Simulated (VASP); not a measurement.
# LiCl in VASP: further runs

The runs below take LiCl through single point, with PBEsol.

Program: VASP 6.6.1. These are calculated values, not measurements. Logs are shortened: lines on timing, memory, paths and dates and some standing lists are left out, and cuts for length are marked.

**1. The cell of the first run**

It takes space group Fm-3m (No. 225, cubic). The conventional cell has a = 4.873 Å, b = 4.873 Å, c = 4.873 Å, α = 90.00°, β = 90.00°, γ = 90.00°. Within 3.2 Å of Li (site symmetry m-3m) lie 6 Cl at 2.44 Å. Within 3.2 Å of Cl (site symmetry m-3m) lie 6 Li at 2.44 Å.

**2. Single point, PBEsol (strain -0.050 along x and y, -0.050 along z)**

Contents of INCAR:

```
ALGO     = Normal         # electronic algorithm
EDIFF    = 1E-7           # SCF threshold, eV
ENCUT    = 520            # plane-wave cutoff, eV
GGA      = PS             # functional
ISIF     = 2              # what is computed and relaxed
ISMEAR   = 0              # smearing method
LASPH    = True           # aspherical terms in the spheres
LCHARG   = False          # write CHGCAR
LREAL    = False          # projectors in reciprocal space
LWAVE    = False          # write WAVECAR
NBANDS   = 12             # bands
NELM     = 60             # most SCF steps
PREC     = Accurate       # precision mode
SIGMA    = 0.05           # smearing width, eV
```

Contents of KPOINTS:

```
k-points
0
Gamma
  8 8 8
```

Contents of POSCAR:

```
LiCl
1.0
    0.0000000000      2.4365220000      2.4365220000
    2.4365220000      0.0000000000      2.4365220000
    2.4365220000      2.4365220000      0.0000000000
Li Cl
1 1
Direct
    0.0000000000      0.0000000000      0.0000000000
    0.5000000000      0.5000000000      0.5000000000
```

Potentials or basis: VASP PAW PBE potentials, release 64 (Li_sv, Cl).

Run with:

```bash
> cat potpaw_PBE.64/Li_sv/POTCAR potpaw_PBE.64/Cl/POTCAR > POTCAR
> mpirun -np 1 vasp_std > vasp.out
```

OUTCAR:

```text
EDIFF = 1E-7
   ENCUT = 520
   GGA = PS
   ISIF = 2
   ISMEAR = 0
   LASPH = True
   LREAL = False
   NELM = 60
   PREC = Accurate

 ion  position               nearest neighbor table
   1  0.000  0.000  0.000-   2 2.44   2 2.44   2 2.44   2 2.44   2 2.44   2 2.44
   2  0.500  0.500  0.500-   1 2.44   1 2.44   1 2.44   1 2.44   1 2.44   1 2.44

  LATTYP: Found a face centered cubic cell.
 ALAT       =     4.8730440000

  Lattice vectors:

 A1 = (   0.0000000000,   2.4365220000,   2.4365220000)
 A2 = (   2.4365220000,   0.0000000000,   2.4365220000)
 A3 = (   2.4365220000,   2.4365220000,   0.0000000000)

Analysis of symmetry for initial positions (statically):
=====================================================================
 Subroutine PRICEL returns:
 Original cell was already a primitive cell.

 Routine SETGRP: Setting up the symmetry group for a
 face centered cubic supercell.

 Subroutine GETGRP returns: Found 48 space group operations
 (whereof 48 operations were pure point group operations)
 out of a pool of 48 trial point group operations.

The static configuration has the point symmetry O_h .

Analysis of symmetry for dynamics (positions and initial velocities):
=====================================================================
 Subroutine PRICEL returns:
 Original cell was already a primitive cell.

 Routine SETGRP: Setting up the symmetry group for a
 face centered cubic supercell.

 Subroutine GETGRP returns: Found 48 space group operations
 (whereof 48 operations were pure point group operations)
 out of a pool of 48 trial point group operations.

The dynamic configuration has the point symmetry O_h .

 Subroutine INISYM returns: Found 48 space group operations
 (whereof 48 operations are pure point group operations),
 and found     1 'primitive' translations

----------------------------------------------------------------------------------------

                                     Primitive cell

  volume of cell :      28.9295

  direct lattice vectors                    reciprocal lattice vectors
     0.000000000  2.436522000  2.436522000    -0.205210542  0.205210542  0.205210542
     2.436522000  0.000000000  2.436522000     0.205210542 -0.205210542  0.205210542
     2.436522000  2.436522000  0.000000000     0.205210542  0.205210542 -0.205210542

  length of vectors
     3.445762457  3.445762457  3.445762457     0.355435085  0.355435085  0.355435085

  position of ions in fractional coordinates (direct lattice)
     0.000000000  0.000000000  0.000000000
     0.500000000  0.500000000  0.500000000

  ion indices of the primitive-cell ions
   primitive index   ion index
                 1           1
                 2           2

----------------------------------------------------------------------------------------

 KPOINTS: k-points

Automatic generation of k-mesh.
 Grid dimensions read from file:
 generate k-points for:    8    8    8

 Generating k-lattice:

  Cartesian coordinates                     Fractional coordinates (reciprocal lattice)
    -0.025651318  0.025651318  0.025651318     0.125000000  0.000000000  0.000000000
     0.025651318 -0.025651318  0.025651318     0.000000000  0.125000000  0.000000000
     0.025651318  0.025651318 -0.025651318     0.000000000  0.000000000  0.125000000

  Length of vectors
     0.044429386  0.044429386  0.044429386

  Shift w.r.t. Gamma in fractional coordinates (k-lattice)
     0.000000000  0.000000000  0.000000000

 Subroutine IBZKPT returns following result:
 ===========================================

 Found     29 irreducible k-points:

 Following reciprocal coordinates:
            Coordinates               Weight
  0.000000  0.000000  0.000000      1.000000
  0.125000  0.000000  0.000000      8.000000
  0.250000  0.000000  0.000000      8.000000
  0.375000  0.000000  0.000000      8.000000
  0.500000  0.000000  0.000000      4.000000
  0.125000  0.125000  0.000000      6.000000
[... 16 lines left out ...]
  0.500000  0.250000  0.125000     48.000000
 -0.375000  0.250000  0.125000     24.000000
 [... further k-points ...]
   k-points           NKPTS =     29   k-points in BZ     NKDIM =     29   number of bands    NBANDS=     12
   number of dos      NEDOS =    301   number of ions     NIONS =      2
   total plane-waves  NPLWV =  21952
   dimension x,y,z NGX =    28 NGY =   28 NGZ =   28
   dimension x,y,z NGXF=    56 NGYF=   56 NGZF=   56
   ions per type =               1   1
   NGX,Y,Z   is equivalent  to a cutoff of  13.51, 13.51, 13.51 a.u.
   NGXF,Y,Z  is equivalent  to a cutoff of  27.02, 27.02, 27.02 a.u.
 SYSTEM =  unknown system
   PREC   = accura    normal or accurate (medium, high low for compatibility)
   ISTART =      0    job   : 0-new  1-cont  2-samecut
   ICHARG =      2    charge: 1-file 2-atom 10-const
   ISPIN  =      1    spin polarized calculation?
   LNONCOLLINEAR =      F non collinear calculations
   LSORBIT =      F    spin-orbit coupling
   LASPH  =      T    aspherical Exc in radial PAW
   ENCUT  =  520.0 eV  38.22 Ry    6.18 a.u.   6.41  6.41  6.41*2*pi/ulx,y,z
   NELM   =     60;   NELMIN=  2; NELMDL= -5     # of ELM steps
   EDIFF  = 0.1E-06   stopping-criterion for ELM
   LREAL  =      F    real-space projection
   EDIFFG = 0.1E-05   stopping-criterion for IOM
   NSW    =      0    number of steps for IOM
   IBRION =     -1    ionic relax: 0-MD 1-quasi-New 2-CG
   NFREE  =      0    steps in history (QN), initial steepest desc. (CG)
   ISIF   =      2    stress and relaxation
   ISYM   =      2    0-nonsym 1-usesym 2-fastsym
   POTIM  = 0.5000    time-step for ionic-motion
   TEBEG  =    0.0;   TEEND  =   0.0 temperature during run
   PSTRESS=    0.0 pullay stress
   NELECT =      10.0000    total number of electrons
   NUPDOWN=      -1.0000    fix difference up-down
   EMIN   =  10.00;   EMAX   =-10.00  energy-range for DOS
   EFERMI =   0.00;   METHOD = LEGACY
   ISMEAR =     0;   SIGMA  =   0.05  broadening in eV -4-tet -1-fermi 0-gaus
   EFERMI_NEDOS =   21; number of points for ismear=-14 and -15
   IALGO  =     38    algorithm
   IMIX   =      4    mixing-type and parameters
     AMIX     =   0.40;   BMIX     =  1.00
     AMIX_MAG =   1.60;   BMIX_MAG =  1.00
  volume/ion in A,a.u.               =      14.46        97.61
  Fermi-wavevector in a.u.,A,eV,Ry     =   1.148932  2.171168 17.960313  1.320046
  Thomas-Fermi vector in A             =   2.285605
   LORBIT       =      0    0 simple, 1 ext, 2 COOP (PROOUT), +10 PAW based schemes
   GGA     = PS    functional components
   LHFCALC =     F    Hartree Fock is set to
   AEXX    =    0.0000 exact exchange contribution
   IVDW    =     0    specifies the selected vdW correction
   LEPSILON=     F    determine dielectric tensor
   LRPA    =     F    only Hartree local field effects (RPA)
 non-spin polarized calculation
 Gauss-broadening in eV      SIGMA  =   0.05
  energy-cutoff  :      520.00
  volume of cell :       28.93
 maximum number of plane-waves:       791
 NGX is ok and might be reduce to    28
   NGX = 13   NGY = 13   NGZ = 13

 number of electron      10.0000007 magnetization

 Free energy of the ion-electron system (eV)
  ---------------------------------------------------
  ext. energy  EPLUGINS =         0.00000000
  ---------------------------------------------------
  free energy    TOTEN  =        -7.58598332 eV

  energy without entropy =       -7.58598332  energy(sigma->0) =       -7.58598332

 E-fermi :   2.0528     XC(G=0):  -9.5956

 val. band max:        1.8098147017   @ k =   0.0000   0.0000   0.0000
 cond. band min:       8.5075313570   @ k =   0.5000   0.0000   0.0000
 fundamental gap:      6.6977166553
 Fermi energy:         2.0528466796

 k-point     1 :       0.0000    0.0000    0.0000
  band No.  band energies     occupation
      1     -40.8106      2.00000
      2     -12.2040      2.00000
      3       1.8098      2.00000
      4       1.8098      2.00000
      5       1.8098      2.00000
      6       8.9287      0.00000
      7      13.7138      0.00000
      8      13.7138      0.00000
      9      13.7138      0.00000
     10      16.7985      0.00000
     11      16.7985      0.00000
     12      17.1117      0.00000

 k-point     2 :       0.1250    0.0000    0.0000
  band No.  band energies     occupation
      1     -40.8098      2.00000
      2     -12.0997      2.00000
      3       1.1483      2.00000
      4       1.7542      2.00000
      5       1.7542      2.00000
      6       9.3784      0.00000
      7      12.9932      0.00000
      8      13.7150      0.00000
      9      13.7150      0.00000
     10      15.1757      0.00000
     11      15.1757      0.00000
     12      17.5731      0.00000

 k-point     3 :       0.2500    0.0000    0.0000
  band No.  band energies     occupation
      1     -40.8074      2.00000
      2     -11.8290      2.00000
      3      -0.1771      2.00000
      4       1.6293      2.00000
      5       1.6293      2.00000
      6       9.3878      0.00000
      7      12.5492      0.00000
      8      12.5492      0.00000
      9      13.3864      0.00000
     10      16.0340      0.00000
     11      16.0340      0.00000
     12      18.2280      0.00000
[... 286 lines left out ...]
 k-point    23 :       0.5000    0.2500    0.1250
  band No.  band energies     occupation
      1     -40.8038      2.00000
      2     -11.3325      2.00000
      3      -1.1312      2.00000
      4       0.1957      2.00000
      5       1.1540      2.00000
      6      10.4161      0.00000
      7      11.2653      0.00000
      8      12.3783      0.00000
      9      13.8991      0.00000
     10      16.8816      0.00000
     11      20.1945      0.00000
     12      20.7082      0.00000

 k-point    24 :      -0.3750    0.2500    0.1250
  band No.  band energies     occupation
      1     -40.8030      2.00000
      2     -11.2122      2.00000
      3      -1.4480      2.00000
      4       0.0755      2.00000
      5       1.0395      2.00000
      6      10.1565      0.00000
      7      11.2306      0.00000
      8      12.5908      0.00000
      9      14.4319      0.00000
     10      17.9601      0.00000
     11      18.9524      0.00000
     12      20.9842      0.00000

 [... further k-points ...]

------------------------ aborting loop because EDIFF is reached ----------------------------------------

  FORCE on cell =-STRESS in cart. coord.  units (eV):
  Direction    XX          YY          ZZ          XY          YZ          ZX
  --------------------------------------------------------------------------------------
  -------------------------------------------------------------------------------------
  Total        0.9277609      0.9277609      0.9277609      0.0000000      0.0000000     -0.0000000
  in kB       51.3813650     51.3813650     51.3813650      0.0000000      0.0000000     -0.0000000
  external PRESSURE =      51.3813650 kB  Pullay stress =       0.0000000 kB

 VOLUME and BASIS-vectors are now :
 -----------------------------------------------------------------------------
  energy-cutoff  :      520.00
  volume of cell :       28.93
      direct lattice vectors                 reciprocal lattice vectors
     0.000000000  2.436522000  2.436522000    -0.205210542  0.205210542  0.205210542
     2.436522000  0.000000000  2.436522000     0.205210542 -0.205210542  0.205210542
     2.436522000  2.436522000  0.000000000     0.205210542  0.205210542 -0.205210542

 POSITION                                       TOTAL-FORCE (eV/Angst)
 -----------------------------------------------------------------------------------
      0.00000      0.00000      0.00000         0.000000      0.000000      0.000000
      2.43652      2.43652      2.43652        -0.000000     -0.000000     -0.000000
 -----------------------------------------------------------------------------------
    total drift:                                0.000000      0.000000      0.000000

  FREE ENERGIE OF THE ION-ELECTRON SYSTEM (eV)
  ---------------------------------------------------
  free  energy   TOTEN  =        -7.5859833221 eV

  energy  without entropy=       -7.5859833221  energy(sigma->0) =       -7.58598332
```

It took 20 s on 1 thread of Intel Xeon 8259CL, shared host; peak memory 0.15 GiB.

Results:

```
Free energy            : -7.5860 eV
Band gap on the k mesh : 6.70 eV (least direct gap 7.04 eV)
```

Caveat: the cell differs from its parent crystal (strain -0.050 along x and y, -0.050 along z); the cutoff is under 1.25 times the usual one of these potentials, so pressure, stress and relaxed cells hold a basis-set (Pulay) error; the PAW data sets were made with another functional, which shifts forces and pressure a little. A k mesh can miss the band edges.

**3. Single point, PBEsol (strain -0.025 along x and y, -0.025 along z)**

Contents of INCAR:

```
ALGO = Normal
EDIFF = 1E-6
ENCUT = 520
GGA = PS
ISIF = 2
ISMEAR = 0
LASPH = True
LCHARG = False
LREAL = False
LWAVE = False
NBANDS = 12
NELM = 100
PREC = Accurate
SIGMA = 0.05
```

KPOINTS is that of step 2.

Contents of POSCAR:

```
LiCl
1.0
    0.0000000000      2.5006410000      2.5006410000
    2.5006410000      0.0000000000      2.5006410000
    2.5006410000      2.5006410000      0.0000000000
Li Cl
1 1
Direct
    0.0000000000      0.0000000000      0.0000000000
    0.5000000000      0.5000000000      0.5000000000
```

Potentials or basis: VASP PAW PBE potentials, release 64 (Li_sv, Cl).

Run with:

```bash
> cat potpaw_PBE.64/Li_sv/POTCAR potpaw_PBE.64/Cl/POTCAR > POTCAR
> mpirun -np 1 vasp_std > vasp.out
```

Wall time 20 s (1 thread of Intel Xeon 8259CL, shared host); peak memory 0.15 GiB.

It converged, with:

- Free energy: -7.6336 eV
- Band gap on the k mesh: 6.59 eV

Levels at points of the mesh, in eV from the valence-band top:
| k point | band 2 | band 3 | band 4 | band 5 | band 6 | band 7 | band 8 | band 9 |
| --- | --- | --- | --- | --- | --- | --- | --- | --- |
| (0.00, 0.00, 0.00) | -13.68 | 0.00 | 0.00 | 0.00 | 6.59 | 11.87 | 11.87 | 11.87 |
| (0.50, 0.00, 0.00) | -12.99 | -3.20 | -0.30 | -0.30 | 6.63 | 9.41 | 9.41 | 13.62 |
| (0.50, 0.50, 0.00) | -12.68 | -3.33 | -1.28 | -1.28 | 7.93 | 7.96 | 12.93 | 14.57 |

Caveat: the cell differs from its parent crystal (strain -0.025 along x and y, -0.025 along z); the cutoff is under 1.25 times the usual one of these potentials, so pressure, stress and relaxed cells hold a basis-set (Pulay) error; the PAW data sets were made with another functional, which shifts forces and pressure a little. A k mesh can miss the band edges.

(Continued in part 2 of 3.)
